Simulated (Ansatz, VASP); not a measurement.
This is a calculation of CdTe for Ansatz 0.2.0.

input.yaml

```yaml
crystal:
  lattice:
    - [0.0, 3.205, 3.205]
    - [3.205, 0.0, 3.205]
    - [3.205, 3.205, 0.0]
  atoms:
    - { symbol: Te, position: [0.75, 0.75, 0.75] }
    - { symbol: Cd, position: [0.0, 0.0, 0.0] }
kpoints:
  mp_grid: { grid: [7, 7, 7] }
scf:
  occupations: { method: gaussian, width: 0.023 }
hamiltonian:
  xc: pbe
  pseudopotentials: { kind: all_electron, lapw: { basis_error: 0.001 } }
output:
  forces: true
  stress: true
  eigenvalues: true
```

Potentials or basis: all-electron LAPW, scalar-relativistic.

The run is started by

```bash
$ ansatz run input.yaml --threads 1 --pin off --max-ram 3072MiB --backend cpu --events-out ev --progress --plain --runs-dir out
```

Problem. Set up the same calculation for VASP 6.6.1. Potentials there: VASP PAW PBE potentials, release 64 (Te, Cd).

Solution. As run (the cutoff follows the program's own potentials):

File INCAR:

```
SYSTEM = CdTe
ALGO = Normal
EDIFF = 1E-7
ENCUT = 520
GGA = PE
ISIF = 2
ISMEAR = 0
LASPH = .True.
LCHARG = .False.
LREAL = .False.
LWAVE = .False.
NBANDS = 16
NELM = 100
PREC = Accurate
SIGMA = 0.023
```

File KPOINTS:

```
k-points
0
Gamma
  7 7 7
  0 0 0
```

The input POSCAR:

```
CdTe
1.0
    0.0000000000      3.2050000000      3.2050000000
    3.2050000000      0.0000000000      3.2050000000
    3.2050000000      3.2050000000      0.0000000000
Te Cd
1 1
Direct
    0.7500000000      0.7500000000      0.7500000000
    0.0000000000      0.0000000000      0.0000000000
```

Potentials or basis: VASP PAW PBE potentials, release 64 (Te, Cd).

Launch:

```sh
$ cat potpaw_PBE.64/Te/POTCAR potpaw_PBE.64/Cd/POTCAR > POTCAR
$ mpirun -np 1 vasp_std > vasp.out
```

Both were run:

|  | VASP | Ansatz | Ansatz less VASP |
| --- | --- | --- | --- |
| gap on the k mesh at the Fermi level (eV) | 0.87 | 0.87 | -0.001 |
| least direct gap on the mesh (eV) | 0.87 | 0.87 | -0.001 |
| pressure (GPa) | 4.4 | 4.3 | -0.14 |

Ansatz ran all-electron here, and VASP with PAW potentials.

Spin-orbit coupling is off throughout.
